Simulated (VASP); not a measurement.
Wanted: the native input for a VASP 6.6.1 run.

```
Task                   : single point
Functional             : PBE
Potentials or basis    : VASP PAW PBE potentials, release 64 (Zn, O)
Cutoff                 : 520 eV
k mesh                 : 2 × 2 × 2
Occupations            : fermi-dirac, width 0.15 eV
Spin                   : no spin polarisation
Dipole correction      : no
Further INCAR settings : ALGO = Normal; EDIFF = 1e-07; NBANDS = 87
```

The structure of Zn12O (a cell with a defect) lies in POSCAR:

```
Zn12O
1.0
    5.3200000000      0.0000000000      0.0000000000
   -3.9900000000      6.9108830000      0.0000000000
    0.0000000000      0.0000000000      4.9369600000
Zn O
12 1
Direct
    0.0834556189      0.0310235320      0.0448454109
    0.1946772638      0.2313741963      0.4318041872
   -0.0162073003      0.3544554292     -0.0246305419
    0.1239876195      0.5532867508      0.5070731786
    0.0121343948      0.6974072633      0.0331783122
    0.0971999727      0.8794245251      0.4776826225
    0.5090776275      0.0106498692      0.0087300687
    0.6669573708      0.1985998027      0.4758191276
    0.5102534189      0.3198867641     -0.0572619588
    0.6082131336      0.4917027245      0.4970670210
    0.4930817578      0.6184448500      0.0938836855
    0.6396175818      0.9029236930      0.4700463443
    0.6531924669      0.8583418356      0.8554859671
```

One way to write it, as run:

INCAR

```
SYSTEM = Zn12O
  PREC = Accurate
  ENCUT = 520
  EDIFF = 1E-7
  ISMEAR = -1
  SIGMA = 0.15
  LREAL = .False.
  LASPH = .True.
  NELM = 60
  ALGO = Normal
  ISIF = 2
  LWAVE = .False.
  LCHARG = .False.
  GGA = PE
  NBANDS = 87
```

KPOINTS

```
regular mesh
0
Gamma
  2 2 2
  0 0 0
```

Potentials or basis: VASP PAW PBE potentials, release 64 (Zn, O).

Command:

```sh
$ cat potpaw_PBE.64/Zn/POTCAR potpaw_PBE.64/O/POTCAR > POTCAR
$ mpirun -np 1 vasp_std > vasp.out
```

Results of the run:

| Quantity | Value |
| --- | --- |
| Pressure | 12.3 GPa |
| Largest force | 2.926 eV/Å |
| Band gap on the k mesh | zero (band 75 reaches 3.37 eV, above the bottom of band 76 at 2.99 eV) |

Caveat: the k points lie up to 0.68 Å⁻¹ apart.

Run time: 4.4 min on 1 thread of Intel Xeon 6975P-C, with other jobs on the host, peak memory 0.34 GiB.
